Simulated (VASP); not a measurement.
Here is a VASP 6.6.1 calculation.

Contents of POSCAR:

```
Sn
1.0
    1.9978650000      3.4604010000      0.0000000000
   -1.9978650000      3.4604010000      0.0000000000
   -1.9978650000      1.1534640000      3.7048000000
Sn
2
Direct
    0.2275400000      0.5449200000      0.6826200000
    0.7724600000      0.4550800000      0.3173800000
```

INCAR.step1

```
ALGO = Normal
EDIFF = 1E-4
ENCUT = 600
GGA = PE
ISMEAR = -1
LASPH = True
LCHARG = False
LREAL = False
LWAVE = True
NELM = 100
PREC = Accurate
SIGMA = 0.1
```

File INCAR.step2:

```
ALGO = Normal
EDIFF = 1E-6
EDIFFG = -0.01
ENCUT = 600
IBRION = 2
ISIF = 3
ISMEAR = -1
ISTART = 1
LASPH = True
LCHARG = False
LMIXTAU = True
LREAL = False
LWAVE = False
METAGGA = R2SCAN
NELM = 100
NSW = 60
PREC = Accurate
SIGMA = 0.1
```

Contents of KPOINTS:

```
k-points
0
Gamma
  9 9 9
```

Potentials or basis: VASP PAW PBE potentials, release 64 (Sn_d).

The run is started by

```bash
$ cat potpaw_PBE.64/Sn_d/POTCAR > POTCAR
$ cp INCAR.step1 INCAR
$ mpirun -np 1 vasp_std > vasp.out
$ cp INCAR.step2 INCAR
$ mpirun -np 1 vasp_std > vasp.out
```

Estimate the space group after relaxing (to 0.1 Å).

Pm-3m (No. 221).

Estimate the relaxed cell.

a = 4.315 Å, b = 4.315 Å, c = 4.327 Å, α = 60.09°, β = 90.00°, γ = 60.00°.

The path:
| step | energy change (eV) | largest force (eV/Å) | pressure (GPa) | volume (Å³) |
| --- | --- | --- | --- | --- |
| 1 | 0.0000 | 2.3834 | 14.25 | 51.23 |
| 2 | -0.4048 | 0.2156 | -5.91 | 69.96 |
| 3 | -0.5615 | 0.6808 | -1.72 | 61.88 |
| 4 | -0.6412 | 0.6476 | -1.22 | 60.12 |
| 5 | -0.7492 | 0.2282 | 2.41 | 54.87 |
| 6 | -0.7658 | 0.0958 | -0.13 | 57.20 |
| 7 | -0.7687 | 0.0168 | 0.52 | 56.49 |
| 8 | -0.7713 | 0.0229 | -0.04 | 57.10 |
| 9 | -0.7714 | 0.0372 | -0.25 | 57.31 |
| 10 | -0.7724 | 0.0481 | -0.07 | 57.14 |
| 11 | -0.7725 | 0.0586 | 0.09 | 56.97 |
| 12 | -0.7726 | 0.0552 | 0.05 | 57.01 |
| 13 | -0.7729 | 0.0369 | -0.05 | 57.09 |
| 14 | -0.7731 | 0.0121 | -0.15 | 57.19 |
| 15 | -0.7731 | 0.0110 | 0.17 | 56.87 |
| 16 | -0.7732 | 0.0029 | 0.01 | 57.05 |

Caveat: the PAW data sets were made with another functional, which shifts forces and pressure a little.
